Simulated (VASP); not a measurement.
# AlN (P6_3mc) in VASP: single point with PBE

Aim: the single point of AlN with PBE.

Everything below comes from runs of VASP 6.6.1. Logs are shortened: lines on timing, memory, paths and dates and some standing lists are left out, and cuts for length are marked.

## (1) The cell of the first run

Symmetry: P6_3mc, No. 186, hexagonal system. Conventional cell: a = 2.975 Å, b = 2.975 Å, c = 5.358 Å, α = 90.00°, β = 90.00°, γ = 120.00°. Within 2.4 Å of Al (site symmetry 3m) lie 4 N at 1.79 to 2.16 Å. Within 2.4 Å of N (site symmetry 3m) lie 4 Al at 1.79 to 2.16 Å.

## (2) Single point, PBE (B replaced by Al, lengths x 1.143, strained)

INCAR

```
SYSTEM = AlN
PREC = Accurate
ENCUT = 520
EDIFF = 1E-6
ISMEAR = 0
SIGMA = 0.02
LREAL = .False.
LASPH = .True.
NELM = 80
ALGO = Normal
ISIF = 2
LWAVE = .False.
LCHARG = .False.
GGA = PE
NBANDS = 16
```

KPOINTS

```
Automatic mesh
0
Gamma
  9 9 4
  0 0 0
```

POSCAR

```
AlN
1.0
    2.9745037892      0.0000000000      0.0000000000
   -1.4872518947      2.5759958451      0.0000000000
    0.0000000000      0.0000000000      5.3578051953
Al N
2 2
Direct
    0.6666666700      0.3333333300      1.0139189511
    0.3333333300      0.6666666700      0.5139189511
    0.6666666700      0.3333333300      0.6110810489
    0.3333333300      0.6666666700      0.1110810489
```

Potentials or basis: VASP PAW PBE potentials, release 64 (Al, N).

Started as:

```sh
$ cat potpaw_PBE.64/Al/POTCAR potpaw_PBE.64/N/POTCAR > POTCAR
$ mpirun -np 1 vasp_std > vasp.out
```

OUTCAR:

```text
SYSTEM = AlN
   PREC = Accurate
   ENCUT = 520
   EDIFF = 1E-6
   ISMEAR = 0
   LREAL = .False.
   LASPH = .True.
   NELM = 80
   ISIF = 2
   GGA = PE

 ion  position               nearest neighbor table
   1  0.667  0.333  0.014-   4 1.79   4 1.79   4 1.79   3 2.16   2 3.18   2 3.18   2 3.18   2 3.18
                             2 3.18   2 3.18
   2  0.333  0.667  0.514-   3 1.79   3 1.79   3 1.79   4 2.16   1 3.18   1 3.18   1 3.18   1 3.18
                             1 3.18   1 3.18
   3  0.667  0.333  0.611-   2 1.79   2 1.79   2 1.79   1 2.16
   4  0.333  0.667  0.111-   1 1.79   1 1.79   1 1.79   2 2.16

  LATTYP: Found a hexagonal cell.
 ALAT       =     2.9745037892
 C/A-ratio  =     1.8012433586

  Lattice vectors:

 A1 = (   2.9745037892,   0.0000000000,   0.0000000000)
 A2 = (  -1.4872518947,   2.5759958451,   0.0000000000)
 A3 = (   0.0000000000,   0.0000000000,   5.3578051953)

Analysis of symmetry for initial positions (statically):
=====================================================================
 Subroutine PRICEL returns:
 Original cell was already a primitive cell.

 Routine SETGRP: Setting up the symmetry group for a
 hexagonal supercell.

 Subroutine GETGRP returns: Found 12 space group operations
 (whereof  6 operations were pure point group operations)
 out of a pool of 24 trial point group operations.

The static configuration has the point symmetry C_3v.
 The point group associated with its full space group is C_6v.

Analysis of symmetry for dynamics (positions and initial velocities):
=====================================================================
 Subroutine PRICEL returns:
 Original cell was already a primitive cell.

 Routine SETGRP: Setting up the symmetry group for a
 hexagonal supercell.

 Subroutine GETGRP returns: Found 12 space group operations
 (whereof  6 operations were pure point group operations)
 out of a pool of 24 trial point group operations.

The dynamic configuration has the point symmetry C_3v.
 The point group associated with its full space group is C_6v.

 Subroutine INISYM returns: Found 12 space group operations
 (whereof  6 operations are pure point group operations),
 and found     1 'primitive' translations

----------------------------------------------------------------------------------------

                                     Primitive cell

  volume of cell :      41.0532

  direct lattice vectors                    reciprocal lattice vectors
     2.974503789  0.000000000  0.000000000     0.336190528  0.194099692  0.000000000
    -1.487251895  2.575995845  0.000000000     0.000000000  0.388199384  0.000000000
     0.000000000  0.000000000  5.357805195     0.000000000  0.000000000  0.186643591

  length of vectors
     2.974503789  2.974503789  5.357805195     0.388199384  0.388199384  0.186643591

  position of ions in fractional coordinates (direct lattice)
     0.666666670  0.333333330  0.013918951
     0.333333330  0.666666670  0.513918951
     0.666666670  0.333333330  0.611081049
     0.333333330  0.666666670  0.111081049

  ion indices of the primitive-cell ions
   primitive index   ion index
                 1           1
                 2           2
                 3           3
                 4           4

----------------------------------------------------------------------------------------

 KPOINTS: Automatic mesh

Automatic generation of k-mesh.
 Grid dimensions read from file:
 generate k-points for:    9    9    4

 Generating k-lattice:

  Cartesian coordinates                     Fractional coordinates (reciprocal lattice)
     0.037354503  0.021566632  0.000000000     0.111111111 -0.000000000  0.000000000
     0.000000000  0.043133265  0.000000000     0.000000000  0.111111111  0.000000000
     0.000000000  0.000000000  0.046660898     0.000000000  0.000000000  0.250000000

  Length of vectors
     0.043133265  0.043133265  0.046660898

  Shift w.r.t. Gamma in fractional coordinates (k-lattice)
     0.000000000  0.000000000  0.000000000

 Subroutine IBZKPT returns following result:
 ===========================================

 Found     36 irreducible k-points:

 Following reciprocal coordinates:
            Coordinates               Weight
  0.000000  0.000000  0.000000      1.000000
  0.111111 -0.000000  0.000000      6.000000
  0.222222  0.000000  0.000000      6.000000
  0.333333  0.000000  0.000000      6.000000
  0.444444  0.000000  0.000000      6.000000
  0.111111  0.111111  0.000000      6.000000
[... 16 lines left out ...]
  0.333333  0.222222  0.250000     24.000000
  0.333333  0.333333  0.250000      4.000000
 [... further k-points ...]
   k-points           NKPTS =     36   k-points in BZ     NKDIM =     36   number of bands    NBANDS=     16
   number of dos      NEDOS =    301   number of ions     NIONS =      4
   total plane-waves  NPLWV =  23040
   dimension x,y,z NGX =    24 NGY =   24 NGZ =   40
   dimension x,y,z NGXF=    48 NGYF=   48 NGZF=   80
   ions per type =               2   2
   NGX,Y,Z   is equivalent  to a cutoff of  13.41, 13.41, 12.41 a.u.
   NGXF,Y,Z  is equivalent  to a cutoff of  26.83, 26.83, 24.82 a.u.
 SYSTEM =  AlN
   PREC   = accura    normal or accurate (medium, high low for compatibility)
   ISTART =      0    job   : 0-new  1-cont  2-samecut
   ICHARG =      2    charge: 1-file 2-atom 10-const
   ISPIN  =      1    spin polarized calculation?
   LNONCOLLINEAR =      F non collinear calculations
   LSORBIT =      F    spin-orbit coupling
   LASPH  =      T    aspherical Exc in radial PAW
   ENCUT  =  520.0 eV  38.22 Ry    6.18 a.u.   5.53  5.53  9.96*2*pi/ulx,y,z
   NELM   =     80;   NELMIN=  2; NELMDL= -5     # of ELM steps
   EDIFF  = 0.1E-05   stopping-criterion for ELM
   LREAL  =      F    real-space projection
   EDIFFG = 0.1E-04   stopping-criterion for IOM
   NSW    =      0    number of steps for IOM
   IBRION =     -1    ionic relax: 0-MD 1-quasi-New 2-CG
   NFREE  =      0    steps in history (QN), initial steepest desc. (CG)
   ISIF   =      2    stress and relaxation
   ISYM   =      2    0-nonsym 1-usesym 2-fastsym
   POTIM  = 0.5000    time-step for ionic-motion
   TEBEG  =    0.0;   TEEND  =   0.0 temperature during run
   PSTRESS=    0.0 pullay stress
   NELECT =      16.0000    total number of electrons
   NUPDOWN=      -1.0000    fix difference up-down
   EMIN   =  10.00;   EMAX   =-10.00  energy-range for DOS
   EFERMI =   0.00;   METHOD = LEGACY
   ISMEAR =     0;   SIGMA  =   0.02  broadening in eV -4-tet -1-fermi 0-gaus
   EFERMI_NEDOS =   21; number of points for ismear=-14 and -15
   IALGO  =     38    algorithm
   IMIX   =      4    mixing-type and parameters
     AMIX     =   0.40;   BMIX     =  1.00
     AMIX_MAG =   1.60;   BMIX_MAG =  1.00
  volume/ion in A,a.u.               =      10.26        69.26
  Fermi-wavevector in a.u.,A,eV,Ry     =   1.195820  2.259773 19.456146  1.429986
  Thomas-Fermi vector in A             =   2.331776
   LORBIT       =      0    0 simple, 1 ext, 2 COOP (PROOUT), +10 PAW based schemes
   GGA     = PE    functional components
   LHFCALC =     F    Hartree Fock is set to
   AEXX    =    0.0000 exact exchange contribution
   IVDW    =     0    specifies the selected vdW correction
   LEPSILON=     F    determine dielectric tensor
   LRPA    =     F    only Hartree local field effects (RPA)
 non-spin polarized calculation
 Gauss-broadening in eV      SIGMA  =   0.02
  energy-cutoff  :      520.00
  volume of cell :       41.05
 maximum number of plane-waves:      1130
 NGX is ok and might be reduce to    24
   NGX = 11   NGY = 11   NGZ = 19

 number of electron      16.0000002 magnetization

 Free energy of the ion-electron system (eV)
  ---------------------------------------------------
  ext. energy  EPLUGINS =         0.00000000
  ---------------------------------------------------
  free energy    TOTEN  =       -28.96517009 eV

  energy without entropy =      -28.96517009  energy(sigma->0) =      -28.96517009

 E-fermi :   6.2133     XC(G=0): -10.9594

 val. band max:        6.0858616648   @ k =   0.1111  -0.0000   0.0000
 cond. band min:      10.1628969057   @ k =   0.0000   0.0000   0.0000
 fundamental gap:      4.0770352409
 Fermi energy:         6.2132872565

 k-point     1 :       0.0000    0.0000    0.0000
  band No.  band energies     occupation
      1      -9.0610      2.00000
      2      -7.4197      2.00000
      3       0.1307      2.00000
      4       5.6426      2.00000
      5       5.6426      2.00000
      6       6.0106      2.00000
[... 8 lines left out ...]
     15      20.1459      0.00000
     16      20.1459      0.00000

 k-point     2 :       0.1111   -0.0000    0.0000
  band No.  band energies     occupation
      1      -8.8844      2.00000
      2      -7.2920      2.00000
      3       0.3435      2.00000
      4       4.9081      2.00000
      5       5.2879      2.00000
      6       5.4611      2.00000
[... 8 lines left out ...]
     15      19.5217      0.00000
     16      20.2981      0.00000

 k-point     3 :       0.2222    0.0000    0.0000
  band No.  band energies     occupation
      1      -8.3844      2.00000
      2      -6.9525      2.00000
      3       0.9632      2.00000
      4       3.3015      2.00000
      5       3.9150      2.00000
      6       5.0791      2.00000
[... 8 lines left out ...]
     15      19.4914      0.00000
     16      20.4425      0.00000

 k-point     4 :       0.3333    0.0000    0.0000
  band No.  band energies     occupation
      1      -7.6686      2.00000
      2      -6.5532      2.00000
      3       1.7006      2.00000
      4       1.9270      2.00000
      5       2.5632      2.00000
      6       4.7140      2.00000
[... 8 lines left out ...]
     15      18.5887      0.00000
     16      20.8487      0.00000
[... 324 lines left out ...]
 k-point    22 :       0.2222    0.2222    0.2500
  band No.  band energies     occupation
      1      -7.1780      2.00000
      2      -6.5323      2.00000
      3       1.6531      2.00000
      4       1.7650      2.00000
      5       3.4380      2.00000
      6       3.6712      2.00000
[... 8 lines left out ...]
     15      18.6206      0.00000
     16      21.1403      0.00000

 k-point    23 :       0.3333    0.2222    0.2500
  band No.  band energies     occupation
      1      -6.6518      2.00000
      2      -6.3352      2.00000
      3       1.1700      2.00000
      4       1.6465      2.00000
      5       2.8546      2.00000
      6       3.5690      2.00000
[... 8 lines left out ...]
     15      19.2871      0.00000
     16      21.2255      0.00000

 k-point    24 :       0.3333    0.3333    0.2500
  band No.  band energies     occupation
      1      -6.3664      2.00000
      2      -6.3664      2.00000
      3       1.6199      2.00000
      4       1.9715      2.00000
      5       1.9715      2.00000
      6       2.7950      2.00000
[... 8 lines left out ...]
     15      19.4786      0.00000
     16      21.7778      0.00000

 [... further k-points ...]
[... 5 lines left out ...]
  --------------------------------------------------------------------------------------
  -------------------------------------------------------------------------------------
  Total        9.0767638      9.0767638     -4.3692754     -0.0000000      0.0000000      0.0000000
  in kB      354.2378885    354.2378885   -170.5192440     -0.0000000      0.0000000      0.0000000
  external PRESSURE =     179.3188444 kB  Pullay stress =       0.0000000 kB

 VOLUME and BASIS-vectors are now :
 -----------------------------------------------------------------------------
  energy-cutoff  :      520.00
  volume of cell :       41.05
      direct lattice vectors                 reciprocal lattice vectors
     2.974503789  0.000000000  0.000000000     0.336190528  0.194099692  0.000000000
    -1.487251895  2.575995845  0.000000000     0.000000000  0.388199384  0.000000000
     0.000000000  0.000000000  5.357805195     0.000000000  0.000000000  0.186643591

 POSITION                                       TOTAL-FORCE (eV/Angst)
 -----------------------------------------------------------------------------------
      1.48725      0.85867      0.07458        -0.000000     -0.000000     -1.591815
     -0.00000      1.71733      2.75348        -0.000000     -0.000000     -1.591815
      1.48725      0.85867      3.27405         0.000000     -0.000000      1.591815
     -0.00000      1.71733      0.59515         0.000000      0.000000      1.591815
 -----------------------------------------------------------------------------------
    total drift:                                0.000001     -0.000001      0.000448

  FREE ENERGIE OF THE ION-ELECTRON SYSTEM (eV)
  ---------------------------------------------------
  free  energy   TOTEN  =       -28.9651700883 eV

  energy  without entropy=      -28.9651700883  energy(sigma->0) =      -28.96517009
```

Wall time 34 s (1 thread of Intel Xeon 8259CL, shared host); peak memory 0.16 GiB.

What came out:

```yaml
Free_energy: -28.9652 eV
Pressure: 17.9 GPa
Largest_force: 1.592 eV/Å
Band_gap_on_the_k_mesh: 4.08 eV, indirect (least direct gap 4.09 eV)
```

Forces in eV/Å, atoms in the order of the input:
```
Al   0.000  0.000 -1.592
Al   0.000  0.000 -1.592
N    0.000  0.000  1.592
N    0.000  0.000  1.592
```

Stress tensor (GPa, compression positive):
```
 35.42   0.00   0.00
  0.00  35.42   0.00
  0.00   0.00 -17.05
```

Levels at points of the mesh, in eV from the valence-band top:
| k point | band 4 | band 5 | band 6 | band 7 | band 8 | band 9 | band 10 | band 11 | band 12 | band 13 |
| --- | --- | --- | --- | --- | --- | --- | --- | --- | --- | --- |
| (0.00, 0.00, 0.00) | -0.44 | -0.44 | -0.08 | -0.08 | -0.01 | 4.08 | 8.26 | 10.50 | 11.82 | 12.65 |
| (0.00, 0.00, 0.50) | -3.50 | -0.26 | -0.26 | -0.26 | -0.26 | 7.15 | 7.15 | 10.43 | 10.43 | 12.96 |

Caveat: the cell differs from its parent crystal (B replaced by Al, lengths x 1.143, strained); forces of over 1 eV/Å act on the atoms, so gaps and moduli don't describe the material at rest. A k mesh can miss the band edges.
